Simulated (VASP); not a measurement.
Input of a VASP 6.6.1 run:

INCAR

```
PREC = Accurate
ENCUT = 520
EDIFF = 1E-6
ISMEAR = -1
SIGMA = 0.1
LREAL = F
LASPH = T
NELM = 80
ALGO = Normal
ISIF = 2
LWAVE = F
LCHARG = T
GGA = B5
ALDAX = 1.0
AGGAX = 1.0
AGGAC = 1.0
ALDAC = 0.0
LELF = T
LVHAR = T
NBANDS = 24
```

KPOINTS

```
regular mesh
0
Gamma
  9 9 12
```

The input POSCAR:

```
Au
1.0
    4.9990631921      0.0000000000      0.0000000000
   -2.4995315961      4.3293157194      0.0000000000
    0.0000000000      0.0000000000      2.9752959315
Au
3
Direct
    0.0000000000      1.0000000000      0.0000000000
    0.3333333333      0.6666666667      0.5000000000
    0.6666666667      0.3333333333      0.5000000000
```

Potentials or basis: VASP PAW PBE potentials, release 64 (Au).

Command:

```sh
$ cat potpaw_PBE.64/Au/POTCAR > POTCAR
$ mpirun -np 1 vasp_std > vasp.out
```

Predict the pressure.

-5.8 GPa.

Stress tensor (GPa, compression positive):
```
-5.31  0.00  0.00
 0.00 -5.31  0.00
 0.00  0.00 -6.72
```

Caveat: the PAW data sets were made with another functional, which shifts forces and pressure a little.
